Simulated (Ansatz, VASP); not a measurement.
## One calculation of CsTa4, two programs

The input INCAR:

```
PREC = Accurate
ENCUT = 500
EDIFF = 1E-6
ISMEAR = 0
SIGMA = 0.1
LREAL = False
LASPH = True
NELM = 120
ALGO = Normal
ISIF = 2
LWAVE = False
LCHARG = False
GGA = PE
NBANDS = 38
GGA_COMPAT = False
```

Contents of KPOINTS:

```
regular mesh
0
Gamma
  4 4 4
```

Contents of POSCAR:

```
CsTa4
1.0
    4.9487801200      0.0000000000      0.0000000000
    0.0000000000      4.9487801200      0.0000000000
    0.0000000000      0.0000000000      4.9487801200
Cs Ta
1 4
Direct
    0.5000000000      0.5000000000      0.5000000000
    0.0000000000      0.0000000000      0.0000000000
    0.5000000000      0.5000000000      0.0000000000
    0.5000000000      0.0000000000      0.5000000000
    0.0000000000      0.5000000000      0.5000000000
```

Input for Ansatz:

```yaml
crystal:
  lattice:
    - [4.94878012, 0.0, 0.0]
    - [0.0, 4.94878012, 0.0]
    - [0.0, 0.0, 4.94878012]
  atoms:
    - { symbol: Cs, position: [0.5, 0.5, 0.5] }
    - { symbol: Ta, position: [0.0, 0.0, 0.0] }
    - { symbol: Ta, position: [0.5, 0.5, 0.0] }
    - { symbol: Ta, position: [0.5, 0.0, 0.5] }
    - { symbol: Ta, position: [0.0, 0.5, 0.5] }
basis:
  ecutwfc: 420
kpoints:
  mp_grid: { grid: [4, 4, 4] }
hamiltonian:
  xc: pbe
scf:
  occupations: { method: gaussian, width: 0.1 }
  lower_state_search: "off"
output:
  forces: true
  stress: true
  eigenvalues: true
```

Change from the starting cell: species swapped into the Ni4N type (Pm-3m, No. 221).

Alike in both runs: task single point; functional PBE; k mesh 4 × 4 × 4; occupations gaussian, width 0.1 eV; no spin polarisation.

```csv
,VASP,Ansatz
version,VASP 6.6.1,Ansatz 0.2.0
potentials or method,"VASP PAW PBE potentials, release 64 (Cs_sv, Ta_sv_GW), cutoff 500 eV","scalar-relativistic, plane waves, PAW"
valence electrons in the cell,61,61
```

Ansatz gave:

- gap on the k mesh at the Fermi level (eV): none
- pressure (GPa): -2.5

Q: What did VASP give for the same quantities?

A: gap on the k mesh at the Fermi level (eV): none; pressure (GPa): -0.6.

A gap of «none» marks a metal or a gap that the smearing closes.

Neither program's run includes spin-orbit coupling.
